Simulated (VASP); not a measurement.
Write the native input for VASP 6.6.1 that does the following.

```
Task                   : single point
Functional             : r2SCAN
Potentials or basis    : VASP PAW PBE potentials, release 64 (Mg, O)
Cutoff                 : 520 eV
k mesh                 : 12 × 12 × 12
Occupations            : gaussian, width 0.02 eV
Spin                   : no spin polarisation
Dipole correction      : no
Further INCAR settings : ALGO = Normal; EDIFF = 1e-07; NBANDS = 11
```

The system is MgO (ref).

```
Mg O
1.0
     0.00000    2.10384    2.10384
     2.10384    0.00000    2.10384
     2.10384    2.10384    0.00000
Mg O
1 1
Direct
  0.00000 0.00000 0.00000
  0.50000 0.50000 0.50000
```

The input as run:

POSCAR

```
MgO
1.0
    0.0000000000      2.1038367547      2.1038367547
    2.1038367547      0.0000000000      2.1038367547
    2.1038367547      2.1038367547      0.0000000000
Mg O
1 1
Direct
    0.0000000000      0.0000000000      0.0000000000
    0.5000000000      0.5000000000      0.5000000000
```

INCAR.step1

```
SYSTEM = MgO
PREC = Accurate ; ENCUT = 520
ISMEAR = 0 ; SIGMA = 0.02
LREAL = .FALSE. ; LASPH = .TRUE.
NELM = 80 ; NBANDS = 11
GGA = PE ; ALGO = Normal
EDIFF = 1E-4 ; LWAVE = .TRUE.
LCHARG = .FALSE.
```

INCAR.step2

```
SYSTEM = MgO
PREC = Accurate ; ENCUT = 520
EDIFF = 1E-7 ; ISMEAR = 0
SIGMA = 0.02 ; LREAL = .FALSE.
LASPH = .TRUE. ; NELM = 80
ALGO = Normal ; ISIF = 2
LWAVE = .FALSE. ; LCHARG = .TRUE.
METAGGA = R2SCAN ; LMIXTAU = .TRUE.
LELF = .TRUE. ; LVHAR = .TRUE.
NBANDS = 11 ; ISTART = 1
```

KPOINTS

```
Automatic mesh
0
G
  12 12 12
  0 0 0
```

Potentials or basis: VASP PAW PBE potentials, release 64 (Mg, O).

The run is started by

```console
$ cat potpaw_PBE.64/Mg/POTCAR potpaw_PBE.64/O/POTCAR > POTCAR
$ cp INCAR.step1 INCAR
$ mpirun -np 1 vasp_std > vasp.out
$ cp INCAR.step2 INCAR
$ mpirun -np 1 vasp_std > vasp.out
```

It gave:

```json
{"Pressure": "-1.5 GPa", "Band gap on the k mesh": "5.64 eV, direct"}
```

Caveat: the PAW data sets were made with another functional, which shifts forces and pressure a little.

Run time: 2.5 min on 1 thread of AMD EPYC 7R13, with other jobs on the host, peak memory 0.12 GiB.
